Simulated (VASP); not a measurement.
**ZnO: single point with LDA**

The system is ZnO.

```
Zn O
1.0
     3.31439    0.00000    0.00000
    -1.65719    2.87034    0.00000
     0.00000    0.00000    5.20380
Zn O
2 2
Direct
  0.33333 0.66667 0.00000
  0.66667 0.33333 0.50000
  0.33333 0.66667 0.38210
  0.66667 0.33333 0.88210
```

This cell differs from its parent crystal: equal xx and yy strain of +2 %.

```
Program             : VASP 6.6.1
Task                : single point
Functional          : LDA
Potentials or basis : VASP PAW LDA potentials, release 64 (Zn, O)
Cutoff              : 520 eV
k mesh              : 8 × 8 × 5
Occupations         : fermi-dirac, width 0.01 eV
Spin                : no spin polarisation
```

```json
{
 "Pressure": "-10.8 GPa",
 "Largest force": "0.082 eV/Å",
 "Band gap on the k mesh": "0.70 eV"
}
```

Forces in eV/Å, atoms in the order of the input:
```
Zn   0.000  0.000 -0.082
Zn   0.000  0.000 -0.082
O    0.000  0.000  0.082
O    0.000  0.000  0.082
```

Stress tensor (GPa, compression positive):
```
-12.32   0.00   0.00
  0.00 -12.32   0.00
  0.00   0.00  -7.86
```

Levels at points of the mesh, in eV from the valence-band top:
```
           k point  band 15  band 16  band 17  band 18  band 19  band 20  band 21  band 22
(0.00, 0.00, 0.00)    -0.80    -0.03     0.00     0.00     0.70     4.88     8.17    12.28
(0.50, 0.00, 0.00)    -2.73    -2.22    -1.20    -0.79     5.50     6.63     7.57     7.98
```

It took 52 s on 1 thread of Intel Xeon 8259CL (shared host), peak memory 0.17 GiB.

Caveat: the cell differs from its parent crystal (equal xx and yy strain of +2 %); the cell stands under tension.
